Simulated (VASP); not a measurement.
# AlSn (P-6m2) in VASP: a series of runs, part 2 of 2

VASP 6.6.1. Earlier steps stand in the parts before.

## Step 3: Relaxation of cell and atoms, PBEsol+D3(BJ)

Input file INCAR:

```
SYSTEM = AlSn
PREC = Accurate
ENCUT = 600
EDIFF = 1E-6
ISMEAR = -1
SIGMA = 0.05
LREAL = .FALSE.
LASPH = .TRUE.
NELM = 100
ALGO = Fast
ISIF = 3
LWAVE = .FALSE.
LCHARG = .FALSE.
GGA = PS
IVDW = 12
IBRION = 2
NSW = 60
EDIFFG = -0.01
```

Input file KPOINTS:

```
Automatic mesh
0
G
  7 7 8
  0 0 0
```

Input file POSCAR:

```
AlSn
1.0
    4.1981056157      0.0000000000      0.0000000000
   -2.0990528078      3.6356661109      0.0000000000
    0.0000000000      0.0000000000      3.3068470000
Sn Al
1 1
Direct
    0.3333333333      0.6666666667      0.5000000000
    0.0000000000      0.0000000000      0.0000000000
```

Potentials or basis: VASP PAW PBE potentials, release 64 (Sn_d, Al).

Started as:

```
cat potpaw_PBE.64/Sn_d/POTCAR potpaw_PBE.64/Al/POTCAR > POTCAR
mpirun -np 1 vasp_std > vasp.out
```

OUTCAR:

```text
SYSTEM = AlSn
   PREC = Accurate
   ENCUT = 600
   EDIFF = 1E-6
   ISMEAR = -1
   LREAL = .FALSE.
   LASPH = .TRUE.
   NELM = 100
   ISIF = 3
   GGA = PS
   IVDW = 12
   IBRION = 2
   NSW = 60
   EDIFFG = -0.01
 IVDW          = 12

 ion  position               nearest neighbor table
   1  0.333  0.667  0.500-   2 2.93   2 2.93   2 2.93   2 2.93   2 2.93   2 2.93
   2  0.000  0.000  0.000-   1 2.93   1 2.93   1 2.93   1 2.93   1 2.93   1 2.93

  LATTYP: Found a hexagonal cell.
 ALAT       =     4.1981056157
 C/A-ratio  =     0.7876998110

  Lattice vectors:

 A1 = (   4.1981056157,   0.0000000000,   0.0000000000)
 A2 = (  -2.0990528078,   3.6356661109,   0.0000000000)
 A3 = (   0.0000000000,   0.0000000000,   3.3068470000)

Analysis of symmetry for initial positions (statically):
=====================================================================
 Subroutine PRICEL returns:
 Original cell was already a primitive cell.

 Routine SETGRP: Setting up the symmetry group for a
 hexagonal supercell.

 Subroutine GETGRP returns: Found 12 space group operations
 (whereof 12 operations were pure point group operations)
 out of a pool of 24 trial point group operations.

The static configuration has the point symmetry D_3h.

Analysis of symmetry for dynamics (positions and initial velocities):
=====================================================================
 Subroutine PRICEL returns:
 Original cell was already a primitive cell.

 Routine SETGRP: Setting up the symmetry group for a
 hexagonal supercell.

 Subroutine GETGRP returns: Found 12 space group operations
 (whereof 12 operations were pure point group operations)
 out of a pool of 24 trial point group operations.

The dynamic configuration has the point symmetry D_3h.

 Subroutine INISYM returns: Found 12 space group operations
 (whereof 12 operations are pure point group operations),
 and found     1 'primitive' translations

----------------------------------------------------------------------------------------

                                     Primitive cell

  volume of cell :      50.4721

  direct lattice vectors                    reciprocal lattice vectors
[... 110 lines left out ...]
  Thomas-Fermi vector in A             =   2.275748
   LORBIT       =      0    0 simple, 1 ext, 2 COOP (PROOUT), +10 PAW based schemes
   GGA     = PS    functional components
   LHFCALC =     F    Hartree Fock is set to
   AEXX    =    0.0000 exact exchange contribution
   IVDW    =    12    specifies the selected vdW correction
   LEPSILON=     F    determine dielectric tensor
   LRPA    =     F    only Hartree local field effects (RPA)
 conjugate gradient relaxation of ions
 non-spin polarized calculation
 RMM-DIIS sequential band-by-band and
  energy-cutoff  :      600.00
  volume of cell :       50.47
 maximum number of plane-waves:      1730
 NGX is ok and might be reduce to    36
   NGX = 17   NGY = 17   NGZ = 13

--------------------------------------- Ionic step        1  -------------------------------------------

 number of electron      17.0000000 magnetization

 Free energy of the ion-electron system (eV)
  ---------------------------------------------------
  ext. energy  EPLUGINS =         0.00000000
  ---------------------------------------------------
  free energy    TOTEN  =        -7.96627090 eV

  energy without entropy =       -7.96233908  energy(sigma->0) =       -7.96430499

------------------------ aborting loop because EDIFF is reached ----------------------------------------

 Edisp (eV)   -0.60934

 E8    (eV) :    -0.4224
[... 31 lines left out ...]
--------------------------------------- Ionic step        2  -------------------------------------------

 number of electron      17.0000005 magnetization

 E-fermi :   7.2576     XC(G=0): -10.0448

 val. band max:        7.2364638012   @ k =   0.0000   0.0000   0.1250
 cond. band min:       7.2994407881   @ k =   0.4286   0.1429   0.5000
 fundamental gap:      0.0629769869
 Fermi energy:         7.2576433186

 k-point     1 :       0.0000    0.0000    0.0000
  band No.  band energies     occupation
      1     -14.0993      2.00000
      2     -13.9583      2.00000
      3     -13.9583      2.00000
      4     -13.9302      2.00000
      5     -13.9302      2.00000
      6      -3.8095      2.00000
      7       6.9878      1.99098
      8       6.9878      1.99098
      9       8.4450      0.00000
     10      10.0002      0.00000
     11      10.4447      0.00000
     12      10.4447      0.00000
[... 584 lines left out ...]
--------------------------------------- Ionic step        8  -------------------------------------------

 number of electron      17.0000001 magnetization

 Free energy of the ion-electron system (eV)
  ---------------------------------------------------
  ext. energy  EPLUGINS =         0.00000000
  ---------------------------------------------------
  free energy    TOTEN  =        -7.96509982 eV

  energy without entropy =       -7.96086816  energy(sigma->0) =       -7.96298399

 E-fermi :   7.0864     XC(G=0):  -9.9896

 val. band max:        6.9699254381   @ k =   0.2857   0.2857   0.2500
 cond. band min:       7.1452836459   @ k =   0.4286   0.1429   0.5000
 fundamental gap:      0.1753582078
 Fermi energy:         7.0864009826

 k-point     1 :       0.0000    0.0000    0.0000
  band No.  band energies     occupation
      1     -14.2299      2.00000
      2     -14.1054      2.00000
      3     -14.1054      2.00000
      4     -14.0803      2.00000
      5     -14.0803      2.00000
      6      -3.8553      2.00000
      7       6.9260      1.92222
      8       6.9260      1.92222
      9       8.3306      0.00000
     10       9.6111      0.00000
     11      10.3302      0.00000
     12      10.3302      0.00000
[... 378 lines left out ...]
  FREE ENERGIE OF THE ION-ELECTRON SYSTEM (eV)
  ---------------------------------------------------
  free  energy   TOTEN  =        -8.6207725101 eV

  energy  without entropy=       -8.6165408508  energy(sigma->0) =       -8.61865668

 reached required accuracy - stopping structural energy minimisation
```

OSZICAR:

```text
N       E                     dE             d eps       ncg     rms          rms(c)
DAV:   1     0.938284345744E+02    0.93828E+02   -0.90259E+03   968   0.184E+03
DAV:   2    -0.792650206679E+00   -0.94621E+02   -0.92244E+02   992   0.378E+02
DAV:   3    -0.781822246724E+01   -0.70256E+01   -0.68393E+01  1148   0.925E+01
DAV:   4    -0.801633653963E+01   -0.19811E+00   -0.19773E+00  1116   0.165E+01
[... 60 lines left out ...]
       N       E                     dE             d eps       ncg     rms          rms(c)
DAV:   1    -0.796511152324E+01   -0.52862E-04   -0.29375E-04  1176   0.195E-01    0.166E-02
RMM:   2    -0.796510342930E+01    0.80939E-05   -0.87356E-06  1001   0.364E-02    0.977E-03
RMM:   3    -0.796509989824E+01    0.35311E-05   -0.64450E-06   838   0.220E-02    0.171E-03
RMM:   4    -0.796509982161E+01    0.76633E-07   -0.11428E-06   605   0.131E-02
   8 F= -.86207725E+01 E0= -.86186567E+01  d E =-.148162E-02
```

CONTCAR:

```text
AlSn
   1.00000000000000
     4.0809899828051481   -0.0000000000015902   -0.0000000000000000
    -2.0404949913553461    3.5342409976390634    0.0000000000000000
     0.0000000000000000   -0.0000000000000000    3.2542665979227703
  Sn              Al
     1     1
Direct
     0.3333333332999970    0.6666666667000030    0.5000000000000000
     0.0000000000000000    0.0000000000000000    0.0000000000000000

  0.00000000E+00  0.00000000E+00  0.00000000E+00
  0.00000000E+00  0.00000000E+00  0.00000000E+00
```

Run time: 4.8 min. Hardware: 1 thread of AMD EPYC 7R13, shared host; peak memory 0.19 GiB.

Results:

```
Free energy                            : -8.6208 eV
Relaxed volume                         : 23.47 Å³/atom
Relaxed cell                           : a = 4.081 Å, b = 4.081 Å, c = 3.254 Å, α = 90.00°, β = 90.00°, γ = 120.00°
Space group after relaxing (to 0.05 Å) : P-6m2 (No. 187)
Energy gained by relaxing              : 22.6 meV/atom
Ionic steps                            : 8
Pressure after relaxing                : 0.0 GPa
Dispersion energy per atom             : -0.328 eV
```

The path:
```
step  energy change (eV)  largest force (eV/Å)  pressure (GPa)  volume (Å³)
   1              0.0000                0.0000           -3.75        50.47
   2             -0.0416                0.0000            0.96        46.28
   3             -0.0437                0.0000            0.07        46.97
   4             -0.0437                0.0000           -0.14        47.04
   5             -0.0450                0.0000           -0.05        46.97
   6             -0.0452                0.0000           -0.07        46.93
   7             -0.0452                0.0000           -0.05        46.93
   8             -0.0452                0.0000           -0.05        46.94
```

Final structure:
```xyz
2
Lattice="4.0810 0.0000 0.0000 -2.0405 3.5342 0.0000 0.0000 0.0000 3.2543" Properties=species:S:1:pos:R:3 pbc="T T T"
Sn    0.0000    2.3562    1.6271
Al    0.0000    0.0000    0.0000
```

Caveat: the PAW data sets were made with another functional, which shifts forces and pressure a little; spin-orbit coupling is left out, which moves the levels of the heavy elements; pairwise dispersion overbinds metals, which lowers pressure and volume.
